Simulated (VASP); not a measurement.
# Zr12H (a cell with a defect) in VASP: notebook

Zr12H (a cell with a defect) is run at these levels: PBE; tasks: single point.

Program: VASP 6.6.1. These are calculated values, not measurements. Logs are shortened: lines on timing, memory, paths and dates and some standing lists are left out, and cuts for length are marked.

## Step 1: The cell of the first run

The cell holds a defect, 13 atoms: a = 6.460 Å, b = 9.690 Å, c = 5.145 Å, α = 90.00°, β = 90.00°, γ = 120.00°.

## Step 2: Single point, PBE

File INCAR:

```
PREC = Accurate ; ENCUT = 520
EDIFF = 1E-6 ; ISMEAR = 0
SIGMA = 0.05 ; LREAL = False
LASPH = True ; NELM = 80
ALGO = Normal ; ISIF = 2
LWAVE = False ; LCHARG = False
GGA = PE ; NBANDS = 84
```

File KPOINTS:

```
Automatic mesh
0
Gamma
  3 2 3
```

File POSCAR:

```
Zr12H
1.0
    6.4600000000      0.0000000000      0.0000000000
   -4.8450000000      8.3917860000      0.0000000000
    0.0000000000      0.0000000000      5.1453900000
Zr H
12 1
Direct
    0.0019324247      0.0019171764      0.0031441302
    0.1644236835      0.2205149245      0.4989944982
    0.0035362924      0.3307029114     -0.0061737351
    0.1723751482      0.5575877863      0.4935004827
    0.0029161345      0.6713076673     -0.0020309335
    0.1691467370      0.8916927314      0.4979642845
    0.4977681621     -0.0022424480      0.0026883693
    0.6635840417      0.2174815936      0.5015995731
    0.4946152851      0.3319113635      0.0068412337
    0.6636767125      0.5589159766      0.5068412668
    0.5028548279      0.6694266773      0.0019561349
    0.6650521988      0.8877387985      0.4984355995
    0.8346820518      0.4467510409      0.7518002957
```

Potentials or basis: VASP PAW PBE potentials, release 64 (Zr_sv, H).

On the command line:

```
> cat potpaw_PBE.64/Zr_sv/POTCAR potpaw_PBE.64/H/POTCAR > POTCAR
> mpirun -np 1 vasp_std > vasp.out
```

OUTCAR:

```text
PREC = Accurate
   ENCUT = 520
   EDIFF = 1E-6
   ISMEAR = 0
   LREAL = False
   LASPH = True
   NELM = 80
   ISIF = 2
   GGA = PE

 ion  position               nearest neighbor table
   1  0.002  0.002  0.003-   2 3.14   6 3.15  12 3.17   2 3.18   3 3.18   9 3.19   6 3.20   5 3.21
                            12 3.21  11 3.22   7 3.22   7 3.24
   2  0.164  0.221  0.499-   3 3.13   9 3.13   1 3.14   3 3.18   1 3.18   9 3.20   6 3.20   8 3.22
                            12 3.23   8 3.24   4 3.24  10 3.25
   3  0.004  0.331  0.994-  13 2.29   2 3.13   9 3.17   8 3.17   2 3.18   1 3.18   4 3.20   4 3.20
                             8 3.23   7 3.25  11 3.25   9 3.29   5 3.30
   4  0.172  0.558  0.494-  13 2.31  11 3.13  10 3.17   5 3.18  12 3.19   3 3.20   3 3.20  11 3.20
                             5 3.22   2 3.24   6 3.25   8 3.29  10 3.29
   5  0.003  0.671  0.998-  13 2.27  10 3.16   6 3.17   6 3.17   7 3.18   4 3.18   1 3.21   4 3.22
                            11 3.22  10 3.23  11 3.24   9 3.29   3 3.30
   6  0.169  0.892  0.498-   7 3.14   1 3.15   5 3.17   5 3.17   8 3.18   7 3.18   1 3.20   2 3.20
                            12 3.22  12 3.24  10 3.25   4 3.25
   7  0.498  0.998  0.003-   6 3.14  12 3.16   8 3.16   8 3.17   5 3.18   6 3.18  12 3.19  11 3.20
                             1 3.22   1 3.24   3 3.25   9 3.25
   8  0.664  0.217  0.502-  13 2.31   7 3.16   3 3.17   7 3.17   6 3.18   9 3.18  12 3.20   2 3.22
                             9 3.22   3 3.23   2 3.24   4 3.29  10 3.31
   9  0.495  0.332  0.007-  13 2.31   2 3.13   3 3.17   8 3.18   1 3.19   2 3.20  10 3.20  10 3.20
                             8 3.22  11 3.24   7 3.25   5 3.29   3 3.29
  10  0.664  0.559  0.507-  13 2.28  11 3.14   5 3.16   4 3.17  11 3.18  12 3.18   9 3.20   9 3.20
                             5 3.23   6 3.25   2 3.25   4 3.29   8 3.31
  11  0.503  0.669  0.002-   4 3.13  10 3.14  12 3.14  12 3.17  10 3.18   7 3.20   4 3.20   5 3.22
                             1 3.22   5 3.24   9 3.24   3 3.25
  12  0.665  0.888  0.498-  11 3.14   7 3.16   1 3.17  11 3.17  10 3.18   4 3.19   7 3.19   8 3.20
                             1 3.21   6 3.22   2 3.23   6 3.24
  13  0.835  0.447  0.752-   5 2.27  10 2.28   3 2.29   4 2.31   9 2.31   8 2.31

  LATTYP: Found a simple monoclinic cell.
 ALAT       =     6.4600000000
 B/A-ratio  =     0.7965000000
 C/A-ratio  =     1.3228756308
 COS(beta)  =    -0.1889822400

  Lattice vectors:

 A1 = (   6.4600000000,   0.0000000000,   0.0000000000)
 A2 = (   0.0000000000,   0.0000000000,   5.1453900000)
 A3 = (  -1.6150000000,  -8.3917860000,   0.0000000000)

Analysis of symmetry for initial positions (statically):
=====================================================================
 Subroutine PRICEL returns:
 Original cell was already a primitive cell.

 Routine SETGRP: Setting up the symmetry group for a
 simple monoclinic supercell.

 Subroutine GETGRP returns: Found  1 space group operations
 (whereof  1 operations were pure point group operations)
 out of a pool of  4 trial point group operations.

The static configuration has the point symmetry C_1 .

Analysis of symmetry for dynamics (positions and initial velocities):
=====================================================================
 Subroutine PRICEL returns:
 Original cell was already a primitive cell.

 Routine SETGRP: Setting up the symmetry group for a
 simple monoclinic supercell.

 Subroutine GETGRP returns: Found  1 space group operations
 (whereof  1 operations were pure point group operations)
 out of a pool of  4 trial point group operations.

The dynamic configuration has the point symmetry C_1 .

 Subroutine INISYM returns: Found  1 space group operations
 (whereof  1 operations are pure point group operations),
 and found     1 'primitive' translations

----------------------------------------------------------------------------------------

                                     Primitive cell

  volume of cell :     278.9364

  direct lattice vectors                    reciprocal lattice vectors
     6.460000000  0.000000000  0.000000000     0.154798762  0.089373108  0.000000000
    -4.845000000  8.391786000  0.000000000     0.000000000  0.119164145  0.000000000
     0.000000000  0.000000000  5.145390000     0.000000000  0.000000000  0.194348728

  length of vectors
     6.460000000  9.689999859  5.145390000     0.178746214  0.119164145  0.194348728
[... 69 lines left out ...]
|                                                                             |
 -----------------------------------------------------------------------------

 Subroutine IBZKPT returns following result:
 ===========================================

 Found     10 irreducible k-points:

 Following reciprocal coordinates:
            Coordinates               Weight
  0.000000  0.000000  0.000000      1.000000
  0.333333  0.000000  0.000000      2.000000
  0.000000  0.500000  0.000000      1.000000
  0.333333  0.500000  0.000000      2.000000
  0.000000  0.000000  0.333333      2.000000
  0.333333  0.000000  0.333333      2.000000
 -0.333333  0.000000  0.333333      2.000000
  0.000000  0.500000  0.333333      2.000000
  0.333333  0.500000  0.333333      2.000000
 -0.333333  0.500000  0.333333      2.000000
   k-points           NKPTS =     10   k-points in BZ     NKDIM =     10   number of bands    NBANDS=     84
   number of dos      NEDOS =    301   number of ions     NIONS =     13
   total plane-waves  NPLWV = 138240
   dimension x,y,z NGX =    48 NGY =   72 NGZ =   40
   dimension x,y,z NGXF=    96 NGYF=  144 NGZF=   80
   ions per type =              12   1
   NGX,Y,Z   is equivalent  to a cutoff of  12.35, 12.35, 12.92 a.u.
   NGXF,Y,Z  is equivalent  to a cutoff of  24.71, 24.71, 25.85 a.u.
 SYSTEM =  unknown system
   PREC   = accura    normal or accurate (medium, high low for compatibility)
   ISTART =      0    job   : 0-new  1-cont  2-samecut
   ICHARG =      2    charge: 1-file 2-atom 10-const
   ISPIN  =      1    spin polarized calculation?
   LNONCOLLINEAR =      F non collinear calculations
   LSORBIT =      F    spin-orbit coupling
   LASPH  =      T    aspherical Exc in radial PAW
   ENCUT  =  520.0 eV  38.22 Ry    6.18 a.u.  12.01 18.02  9.57*2*pi/ulx,y,z
   NELM   =     80;   NELMIN=  2; NELMDL= -5     # of ELM steps
   EDIFF  = 0.1E-05   stopping-criterion for ELM
   LREAL  =      F    real-space projection
   EDIFFG = 0.1E-04   stopping-criterion for IOM
   NSW    =      0    number of steps for IOM
   IBRION =     -1    ionic relax: 0-MD 1-quasi-New 2-CG
   NFREE  =      0    steps in history (QN), initial steepest desc. (CG)
   ISIF   =      2    stress and relaxation
   ISYM   =      2    0-nonsym 1-usesym 2-fastsym
   POTIM  = 0.5000    time-step for ionic-motion
   TEBEG  =    0.0;   TEEND  =   0.0 temperature during run
   PSTRESS=    0.0 pullay stress
   NELECT =     145.0000    total number of electrons
   NUPDOWN=      -1.0000    fix difference up-down
   EMIN   =  10.00;   EMAX   =-10.00  energy-range for DOS
   EFERMI =   0.00;   METHOD = LEGACY
   ISMEAR =     0;   SIGMA  =   0.05  broadening in eV -4-tet -1-fermi 0-gaus
   EFERMI_NEDOS =   21; number of points for ismear=-14 and -15
   IALGO  =     38    algorithm
   IMIX   =      4    mixing-type and parameters
     AMIX     =   0.40;   BMIX     =  1.00
     AMIX_MAG =   1.60;   BMIX_MAG =  1.00
  volume/ion in A,a.u.               =      21.46       144.80
  Fermi-wavevector in a.u.,A,eV,Ry     =   1.316323  2.487490 23.574895  1.732706
  Thomas-Fermi vector in A             =   2.446443
   LORBIT       =      0    0 simple, 1 ext, 2 COOP (PROOUT), +10 PAW based schemes
   GGA     = PE    functional components
   LHFCALC =     F    Hartree Fock is set to
   AEXX    =    0.0000 exact exchange contribution
   IVDW    =     0    specifies the selected vdW correction
   LEPSILON=     F    determine dielectric tensor
   LRPA    =     F    only Hartree local field effects (RPA)
 non-spin polarized calculation
 Gauss-broadening in eV      SIGMA  =   0.05
  energy-cutoff  :      520.00
  volume of cell :      278.94
 maximum number of plane-waves:      7545
   NGX = 25   NGY = 37   NGZ = 19

 number of electron     145.0000000 magnetization

 Free energy of the ion-electron system (eV)
  ---------------------------------------------------
  ext. energy  EPLUGINS =         0.00000000
  ---------------------------------------------------
  free energy    TOTEN  =      -105.71635083 eV

  energy without entropy =     -105.68319769  energy(sigma->0) =     -105.69977426

 E-fermi :   9.0546     XC(G=0): -11.1341

 val. band max:        9.0477127812   @ k =   0.3333   0.0000   0.3333
 cond. band min:       9.0556177808   @ k =   0.3333   0.5000   0.3333
 fundamental gap:      0.0079049997
 Fermi energy:         9.0546085926

 k-point     1 :       0.0000    0.0000    0.0000
  band No.  band energies     occupation
      1     -39.7686      2.00000
      2     -39.6936      2.00000
      3     -39.6595      2.00000
      4     -39.6548      2.00000
      5     -39.6395      2.00000
      6     -39.6322      2.00000
[... 859 lines left out ...]
     83       9.7079      0.00000
     84      10.0863      0.00000

------------------------ aborting loop because EDIFF is reached ----------------------------------------

  FORCE on cell =-STRESS in cart. coord.  units (eV):
  Direction    XX          YY          ZZ          XY          YZ          ZX
  --------------------------------------------------------------------------------------
  -------------------------------------------------------------------------------------
  Total        2.1798369      2.6455430      2.7499903      0.2459846     -0.3039701     -0.1397526
  in kB       12.5207219     15.1956818     15.7956148      1.4129063     -1.7459680     -0.8027219
  external PRESSURE =      14.5040062 kB  Pullay stress =       0.0000000 kB

 VOLUME and BASIS-vectors are now :
 -----------------------------------------------------------------------------
  energy-cutoff  :      520.00
  volume of cell :      278.94
      direct lattice vectors                 reciprocal lattice vectors
     6.460000000  0.000000000  0.000000000     0.154798762  0.089373108  0.000000000
    -4.845000000  8.391786000  0.000000000     0.000000000  0.119164145  0.000000000
     0.000000000  0.000000000  5.145390000     0.000000000  0.000000000  0.194348728

 POSITION                                       TOTAL-FORCE (eV/Angst)
 -----------------------------------------------------------------------------------
      0.00319      0.01609      0.01618        -0.000585      0.019485      0.001873
     -0.00622      1.85051      2.56752        -0.016115     -0.003139      0.009392
     -1.57941      2.77519      5.11362         0.004816      0.002598     -0.009771
     -1.58797      4.67916      2.53925         0.013070      0.006594      0.007485
     -3.23365      5.63347      5.13494        -0.006421      0.024462      0.004106
     -3.22756      7.48289      2.56222        -0.004828     -0.003707     -0.001586
     -1.61855      8.37297      0.01383         0.005114      0.002852      0.000193
      3.23305      1.82506      2.58093         0.009081      0.005908      0.017395
      1.58710      2.78533      0.03520        -0.015086     -0.004001     -0.004713
      1.57940      4.69030      2.60790        -0.011134     -0.001039      0.005397
      0.00507      5.61769      0.01007         0.016607      0.000313     -0.007977
     -0.00486      7.44971      2.56465         0.000216     -0.020180     -0.005269
      3.22754      3.74904      3.86831         0.005263     -0.030147     -0.016525
 -----------------------------------------------------------------------------------
    total drift:                               -0.000027     -0.000009     -0.000022

  FREE ENERGIE OF THE ION-ELECTRON SYSTEM (eV)
  ---------------------------------------------------
  free  energy   TOTEN  =      -105.7163508314 eV

  energy  without entropy=     -105.6831976880  energy(sigma->0) =     -105.69977426
```

It took 3.8 min on 1 thread of Intel Xeon 6975P-C (Granite Rapids), shared host; peak memory 0.42 GiB.

What came out:

```
Free energy            : -105.7164 eV
Pressure               : 1.5 GPa
Largest force          : 0.035 eV/Å
Band gap on the k mesh : zero (an odd number of electrons rules out a gap without spin polarisation)
```

Forces on the atoms (eV/Å):
```
Zr  -0.001  0.019  0.002
Zr  -0.016 -0.003  0.009
Zr   0.005  0.003 -0.010
Zr   0.013  0.007  0.007
Zr  -0.006  0.024  0.004
Zr  -0.005 -0.004 -0.002
Zr   0.005  0.003  0.000
Zr   0.009  0.006  0.017
Zr  -0.015 -0.004 -0.005
Zr  -0.011 -0.001  0.005
Zr   0.017  0.000 -0.008
Zr   0.000 -0.020 -0.005
H    0.005 -0.030 -0.017
```

Stress tensor (GPa, compression positive):
```
 1.25  0.14 -0.08
 0.14  1.52 -0.17
-0.08 -0.17  1.58
```

Caveat: the k points lie up to 0.41 Å⁻¹ apart, too coarse for converged energies and pressures of a metal.

## Step 3: Single point, PBE

File INCAR:

```
SYSTEM = Zr12H
PREC     = Accurate       ! precision mode
ENCUT    = 520            ! plane-wave cutoff, eV
EDIFF    = 1E-6           ! SCF threshold, eV
ISMEAR   = 0              ! smearing method
SIGMA    = 0.05           ! smearing width, eV
LREAL    = .FALSE.        ! projectors in reciprocal space
LASPH    = .TRUE.         ! aspherical terms in the spheres
NELM     = 100            ! most SCF steps
ALGO     = Normal         ! electronic algorithm
ISIF     = 2              ! what is computed and relaxed
LWAVE    = .FALSE.        ! write WAVECAR
LCHARG   = .TRUE.         ! write CHGCAR
GGA      = PE             ! functional
LELF     = .TRUE.         ! ELF
LVHAR    = .TRUE.       
NBANDS   = 84             ! bands
```

File KPOINTS:

```
regular mesh
0
G
  3 2 3
  0 0 0
```

File POSCAR:

```
Zr12H
1.0
    6.4600000000      0.0000000000      0.0000000000
   -4.8450000000      8.3917860000      0.0000000000
    0.0000000000      0.0000000000      5.1453900000
Zr H
12 1
Direct
    0.0012049796      0.0016815424     -0.0020084349
    0.1626906956      0.2198109942      0.5021388317
    0.0020284159      0.3308473478      0.0072815280
    0.1743362394      0.5577965971      0.5062158586
    0.0035609254      0.6712824376      0.0018156227
    0.1690022847      0.8916330771      0.5024234703
    0.4974304875     -0.0026736114     -0.0028860832
    0.6630365031      0.2176088373      0.4981677491
    0.4921509555      0.3310453072     -0.0060089279
    0.6644501453      0.5579790891      0.4928151091
    0.5034842294      0.6688996436     -0.0020546680
    0.6652731703      0.8870596677      0.5015951787
    0.8324482582      0.4441182702      1.2494248157
```

Potentials or basis: VASP PAW PBE potentials, release 64 (Zr_sv, H).

On the command line:

```
> cat potpaw_PBE.64/Zr_sv/POTCAR potpaw_PBE.64/H/POTCAR > POTCAR
> mpirun -np 1 vasp_std > vasp.out
```

OUTCAR:

```text
SYSTEM = Zr12H
   PREC = Accurate
   ENCUT = 520
   EDIFF = 1E-6
   ISMEAR = 0
   LREAL = .FALSE.
   LASPH = .TRUE.
   NELM = 100
   ISIF = 2
   GGA = PE

 ion  position               nearest neighbor table
   1  0.001  0.002  0.998-   2 3.14   6 3.16  12 3.17   2 3.17   9 3.18   3 3.19   6 3.19  12 3.20
                             5 3.21  11 3.22   7 3.23   7 3.23
   2  0.163  0.220  0.502-   9 3.13   3 3.14   1 3.14   1 3.17   3 3.18   9 3.20   6 3.20   8 3.22
                            12 3.22   4 3.24   8 3.24  10 3.26
   3  0.002  0.331  0.007-  13 2.27   2 3.14   8 3.16   9 3.17   2 3.18   1 3.19   4 3.20   4 3.21
                             8 3.23   7 3.25  11 3.26   5 3.29   9 3.30
[... 1122 lines left out ...]
  volume of cell :      278.94
      direct lattice vectors                 reciprocal lattice vectors
     6.460000000  0.000000000  0.000000000     0.154798762  0.089373108  0.000000000
    -4.845000000  8.391786000  0.000000000     0.000000000  0.119164145  0.000000000
     0.000000000  0.000000000  5.145390000     0.000000000  0.000000000  0.194348728

 POSITION                                       TOTAL-FORCE (eV/Angst)
 -----------------------------------------------------------------------------------
     -0.00036      0.01411      5.13506        -0.005742      0.013367     -0.001990
     -0.01400      1.84461      2.58370        -0.012397      0.002854     -0.007415
     -1.58985      2.77640      0.03747         0.005915     -0.005324     -0.005858
     -1.57631      4.68091      2.60468         0.005303     -0.003639      0.000231
     -3.22936      5.63326      0.00934        -0.005295      0.011342      0.000805
     -3.22821      7.48239      2.58516        -0.002874     -0.011542      0.006688
     -1.61865      8.36935      5.13054         0.009193      0.008773     -0.005753
      3.22890      1.82613      2.56327         0.001184     -0.013288     -0.002621
      1.57538      2.77806      5.11447        -0.001411      0.002895     -0.003482
      1.58894      4.68244      2.53573        -0.012563      0.002956      0.003721
      0.01169      5.61326      5.13482         0.016051      0.001888      0.005783
     -0.00014      7.44401      2.58090        -0.001394     -0.013757      0.004584
      3.22586      3.72695      1.28339         0.004030      0.003475      0.005308
 -----------------------------------------------------------------------------------
    total drift:                               -0.000045      0.000024      0.000038

  FREE ENERGIE OF THE ION-ELECTRON SYSTEM (eV)
  ---------------------------------------------------
  free  energy   TOTEN  =      -105.7169399562 eV

  energy  without entropy=     -105.6841185312  energy(sigma->0) =     -105.70052924
```

OSZICAR:

```text
N       E                     dE             d eps       ncg     rms          rms(c)
DAV:   1     0.168361738964E+04    0.16836E+04   -0.76446E+04  1680   0.173E+03
DAV:   2     0.513611106164E+02   -0.16323E+04   -0.15986E+04  1912   0.529E+02
DAV:   3    -0.910703749376E+02   -0.14243E+03   -0.13702E+03  2704   0.111E+02
DAV:   4    -0.108874701586E+03   -0.17804E+02   -0.17499E+02  2552   0.339E+01
DAV:   5    -0.110344977397E+03   -0.14703E+01   -0.14590E+01  2416   0.795E+00    0.361E+01
DAV:   6    -0.106400499483E+03    0.39445E+01   -0.71502E+00  2028   0.111E+01    0.141E+01
DAV:   7    -0.105705543510E+03    0.69496E+00   -0.42208E+00  2104   0.767E+00    0.270E+00
DAV:   8    -0.105706750393E+03   -0.12069E-02   -0.91142E-01  2264   0.351E+00    0.247E+00
DAV:   9    -0.105719411283E+03   -0.12661E-01   -0.23530E-01  2296   0.221E+00    0.756E-01
DAV:  10    -0.105724408656E+03   -0.49974E-02   -0.11089E-01  2392   0.151E+00    0.406E-01
DAV:  11    -0.105716903078E+03    0.75056E-02   -0.36597E-02  2248   0.907E-01    0.753E-02
DAV:  12    -0.105716956006E+03   -0.52928E-04   -0.36135E-03  2304   0.196E-01    0.539E-02
DAV:  13    -0.105716942626E+03    0.13380E-04   -0.31038E-04  2528   0.745E-02    0.301E-02
DAV:  14    -0.105716943504E+03   -0.87847E-06   -0.53058E-05  2368   0.332E-02    0.152E-02
DAV:  15    -0.105716942314E+03    0.11907E-05   -0.27064E-05  2312   0.235E-02    0.642E-03
DAV:  16    -0.105716940214E+03    0.21001E-05   -0.72036E-06  1776   0.127E-02    0.321E-03
DAV:  17    -0.105716939956E+03    0.25739E-06   -0.71945E-07  1224   0.429E-03
   1 F= -.10571694E+03 E0= -.10570053E+03  d E =-.328214E-01
```

It took 3.8 min on 1 thread of Intel Xeon 6975P-C (Granite Rapids), shared host; peak memory 0.42 GiB.

Results:

| Property | Result |
| --- | --- |
| Free energy | -105.7169 eV |
| Pressure | 1.5 GPa |
| Largest force | 0.017 eV/Å |
| Band gap on the k mesh | zero (an odd number of electrons rules out a gap without spin polarisation) |

Forces in eV/Å, atoms in the order of the input:
```
Zr  -0.006  0.013 -0.002
Zr  -0.012  0.003 -0.007
Zr   0.006 -0.005 -0.006
Zr   0.005 -0.004  0.000
Zr  -0.005  0.011  0.001
Zr  -0.003 -0.012  0.007
Zr   0.009  0.009 -0.006
Zr   0.001 -0.013 -0.003
Zr  -0.001  0.003 -0.003
Zr  -0.013  0.003  0.004
Zr   0.016  0.002  0.006
Zr  -0.001 -0.014  0.005
H    0.004  0.003  0.005
```

Levels at points of the mesh, in eV from the Fermi level:
| k point | band 70 | band 71 | band 72 | band 73 | band 74 | band 75 |
| --- | --- | --- | --- | --- | --- | --- |
| (0.00, 0.00, 0.00) | -0.27 | 0.09 | 0.33 | 0.47 | 0.63 | 0.76 |
| (0.00, 0.50, 0.00) | -0.10 | -0.07 | -0.03 | 0.12 | 0.32 | 0.42 |

Caveat: the k points lie up to 0.41 Å⁻¹ apart, too coarse for converged energies and pressures of a metal.
